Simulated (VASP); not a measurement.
## CaLa: single point with LDA

Crystal: CaLa.

```
La Ca
1.0
     4.14904    0.00000    0.00000
     0.00000    4.14904    0.00000
     0.00000    0.00000    4.14904
La Ca
1 1
Cartesian
  0.0000 0.0000 0.0000
  2.0745 2.0745 2.0745
```

```yaml
Program: VASP 6.6.1
Task: single point
Functional: LDA
Potentials_or_basis: VASP PAW LDA potentials, release 64 (La, Ca_sv)
Cutoff: 520 eV
k_mesh: 5 × 5 × 5
Occupations: gaussian, width 0.1 eV
Spin: no spin polarisation
```

```yaml
Pressure: 0.0 GPa
```

Levels at points of the mesh, in eV from the Fermi level:
| k point | band 9 | band 10 | band 11 | band 12 | band 13 | band 14 |
| --- | --- | --- | --- | --- | --- | --- |
| (0.00, 0.00, 0.00) | -3.69 | -1.07 | -1.07 | 1.45 | 1.45 | 1.45 |

Wall time 13 s on 1 thread of AMD EPYC 7R13 Processor (Zen 3), with other jobs on the host, peak memory 0.13 GiB.

Caveat: spin-orbit coupling is left out, which moves the levels of the heavy elements.
